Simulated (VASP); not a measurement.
MgCd3Se4, 8 atoms in the cell. Symmetry: P4/mmm, No. 123, tetragonal system. Conventional cell: a = 4.021 Å, b = 4.021 Å, c = 11.393 Å, α = 90.00°, β = 90.00°, γ = 90.00°. Mg (site symmetry 4/mmm) has 6 Se at 2.79 to 2.84 Å within 3.7 Å. Within 3.7 Å of Cd (site symmetry 4mm) lie 6 Se at 2.83 to 2.87 Å. Cd (site symmetry 4/mmm) has 6 Se at 2.84 to 2.91 Å within 3.7 Å. Within 3.7 Å of Se (site symmetry 4mm) lie 1 Mg at 2.79 Å and 5 Cd at 2.84 to 2.91 Å. Se (site symmetry 4/mmm) has 6 Cd at 2.84 to 2.87 Å within 3.7 Å. Within 3.7 Å of Se (site symmetry 4/mmm) lie 2 Cd at 2.83 Å and 4 Mg at 2.84 Å. 

| Item | Value |
| --- | --- |
| Program | VASP 6.6.1 |
| Task | single point |
| Functional | PBE |
| Potentials or basis | VASP PAW PBE potentials, release 64 (Mg, Cd, Se) |
| Cutoff | 520 eV |
| k mesh | 10 × 10 × 4 |
| Occupations | gaussian, width 0.1 eV |
| Spin | no spin polarisation |
| Dipole correction | no |
| Further INCAR settings | ALGO = Normal; EDIFF = 1e-07; NBANDS = 41 |

Potentials or basis: VASP PAW PBE potentials, release 64 (Mg, Cd, Se).

Run with:

```sh
$ cat potpaw_PBE.64/Mg/POTCAR potpaw_PBE.64/Cd/POTCAR potpaw_PBE.64/Se/POTCAR > POTCAR
$ mpirun -np 1 vasp_std > vasp.out
```

Hardware: 1 thread of Intel(R) Xeon(R) 6975P-C (Granite Rapids), with other jobs on the host.

Q: Estimate the wall time of this run.

A: Run time: 4.7 min on 1 thread of Intel(R) Xeon(R) 6975P-C (Granite Rapids) (shared host), peak memory 0.54 GiB. Counts: scf iterations 15, k points 63.
